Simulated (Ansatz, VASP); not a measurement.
## Sr4Ti3MnO12: VASP beside Ansatz

The input INCAR:

```
SYSTEM = Sr4Ti3MnO12
  PREC = Accurate
  ENCUT = 520
  EDIFF = 1E-6
  ISMEAR = 0
  SIGMA = 0.05
  LREAL = Auto
  LASPH = .TRUE.
  NELM = 150
  ALGO = Normal
  ISIF = 2
  LWAVE = .FALSE.
  LCHARG = .FALSE.
  LMAXMIX = 4
  LDAU = .TRUE.
  LDAUTYPE = 2
  LDAUL = -1 2 -1 -1
  LDAUU = 0 3.5 0 0
  LDAUJ = 0 0 0 0
  LDAUPRINT = 1
  GGA = PS
  NBANDS = 96
```

The input KPOINTS:

```
regular mesh
0
G
  3 3 2
  0 0 0
```

POSCAR

```
Sr4Ti3MnO12
1.0
    3.9033639000      3.9033639000      0.0000000000
   -3.9033639000      3.9033639000      0.0000000000
    0.0000000000      0.0000000000      7.8067278000
Sr Mn Ti O
4 1 3 12
Direct
    0.5000000000      0.0000000000      0.2472553929
    0.5000000000      0.0000000000      0.7527446071
    0.0000000000      0.5000000000      0.2472553929
    0.0000000000      0.5000000000      0.7527446071
    0.0000000000      1.0000000000      1.0000000000
    0.0000000000      1.0000000000      0.5000000000
    0.5000000000      0.5000000000      1.0000000000
    0.5000000000      0.5000000000      0.5000000000
    0.0000000000      1.0000000000      0.2458926305
    0.0000000000      1.0000000000      0.7541073695
    0.5000000000      0.5000000000      0.2488968831
    0.5000000000      0.5000000000      0.7511031169
    0.2467607490      0.7532392510      1.0000000000
    0.2498828414      0.7501171586      0.5000000000
    0.7532392510      0.2467607490      1.0000000000
    0.7501171586      0.2498828414      0.5000000000
    0.2467607490      0.2467607490      1.0000000000
    0.2498828414      0.2498828414      0.5000000000
    0.7532392510      0.7532392510      1.0000000000
    0.7501171586      0.7501171586      0.5000000000
```

Input for Ansatz:

```yaml
crystal:
  lattice:
    - [3.9033639, 3.9033639, 0.0]
    - [-3.9033639, 3.9033639, 0.0]
    - [0.0, 0.0, 7.8067278]
  atoms:
    - { symbol: Sr, position: [0.5, 0.0, 0.2472553929] }
    - { symbol: Sr, position: [0.5, 0.0, 0.7527446071] }
    - { symbol: Sr, position: [0.0, 0.5, 0.2472553929] }
    - { symbol: Sr, position: [0.0, 0.5, 0.7527446071] }
    - { symbol: Mn, position: [0.0, 1.0, 1.0] }
    - { symbol: Ti, position: [0.0, 1.0, 0.5] }
    - { symbol: Ti, position: [0.5, 0.5, 1.0] }
    - { symbol: Ti, position: [0.5, 0.5, 0.5] }
    - { symbol: O, position: [0.0, 1.0, 0.2458926305] }
    - { symbol: O, position: [0.0, 1.0, 0.7541073695] }
    - { symbol: O, position: [0.5, 0.5, 0.2488968831] }
    - { symbol: O, position: [0.5, 0.5, 0.7511031169] }
    - { symbol: O, position: [0.246760749, 0.753239251, 1.0] }
    - { symbol: O, position: [0.2498828414, 0.7501171586, 0.5] }
    - { symbol: O, position: [0.753239251, 0.246760749, 1.0] }
    - { symbol: O, position: [0.7501171586, 0.2498828414, 0.5] }
    - { symbol: O, position: [0.246760749, 0.246760749, 1.0] }
    - { symbol: O, position: [0.2498828414, 0.2498828414, 0.5] }
    - { symbol: O, position: [0.753239251, 0.753239251, 1.0] }
    - { symbol: O, position: [0.7501171586, 0.7501171586, 0.5] }
basis:
  ecutwfc: 420
  ecutrho_ratio: 4
kpoints:
  mp_grid: { grid: [3, 3, 2] }
hamiltonian:
  xc: pbesol
  hubbard: { sites: [{ site: 4, l: d, u_eff: 3.5 }] }
scf:
  occupations: { method: gaussian, width: 0.05 }
  lower_state_search: "off"
  max_iter: 150
output:
  forces: true
  stress: true
  eigenvalues: true
  populations: true
  hubbard: { sites: [{ site: 4, l: d }] }
```

Alike in both runs: task single point; functional PBEsol; k mesh 3 × 3 × 2; occupations gaussian, width 0.05 eV; no spin polarisation; Hubbard terms Mn d U = 3.5 eV.

|  | VASP | Ansatz |
| --- | --- | --- |
| version | VASP 6.6.1 | Ansatz 0.2.0 |
| potentials or method | VASP PAW PBE potentials, release 64 (Sr_sv, Mn_pv, Ti_sv, O), cutoff 520 eV | scalar-relativistic, plane waves, PAW |
| valence electrons in the cell | 161 | 163 |

|  | VASP | Ansatz | Ansatz less VASP |
| --- | --- | --- | --- |
| gap on the k mesh at the Fermi level (eV) | none | none | - |
| pressure (GPa) | -5.5 | -6.3 | -0.79 |
| traceless stress, the component that is largest in VASP (GPa) | -0.16 | -0.15 | +0.009 |
| rms of the force components (eV/Å) | 0.059 | 0.068 | +0.0086 |

VASP's potentials were made for PBE, not for PBEsol. The programs project onto different local orbitals, so the same U acts differently, and such runs can settle in different states. Atom by atom the forces differ by 0.009 eV/Å (rms over components). A gap of «none» marks a metal or a gap that the smearing closes. VASP's potentials hold 161 valence electrons a cell and Ansatz's 163, so a difference there can come from the potentials and not from the codes. Ansatz's warnings: filled band counts differ across k points.

The k mesh is coarse, so the values compare programs but aren't converged.
